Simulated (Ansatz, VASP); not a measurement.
One calculation of BN, two programs

```xyz
4
Lattice="2.3970 0.0000 0.0000 -1.1985 2.1550 0.0000 0.0000 0.0000 6.7336" Properties=species:S:1:pos:R:3 pbc="T T T"
B     0.0000    1.4102    1.6834
B     1.1985    0.7448    5.0502
N     0.0000    1.4765    5.0502
N     1.1985    0.6784    1.6834
```

Change from the starting cell: normal strain along x -0.0367, normal strain along z +0.0367.

Alike in both runs: functional LDA; k mesh 12 × 12 × 4; occupations gaussian, width 0.05 eV; no spin polarisation.

Ansatz relaxed the structure, and its values are those at the end. VASP's run is a single point on that final structure, the one shown.

```csv
,VASP,Ansatz
version,VASP 6.6.1,Ansatz 0.2.0
potentials or method,"VASP PAW LDA potentials, release 64 (B, N), cutoff 520 eV","scalar-relativistic, plane waves, PAW"
valence electrons in the cell,16,16
```

Ansatz gave:

- gap on the k mesh at the Fermi level (eV): 4.06
- least direct gap on the mesh (eV): 4.69
- pressure (GPa): 14.6
- rms of the force components (eV/Å): 0.004

Problem. Estimate VASP's values.

Solution. gap on the k mesh at the Fermi level (eV): 4.04; least direct gap on the mesh (eV): 4.68; pressure (GPa): 15.2; rms of the force components (eV/Å): 0.002.

Ansatz warns that its potentials were made for another functional, while VASP's fit it. LDA's correlation is that of Perdew and Zunger in VASP and of Perdew and Wang (1992) in Ansatz. Ansatz's warnings: stress scf threshold loose.
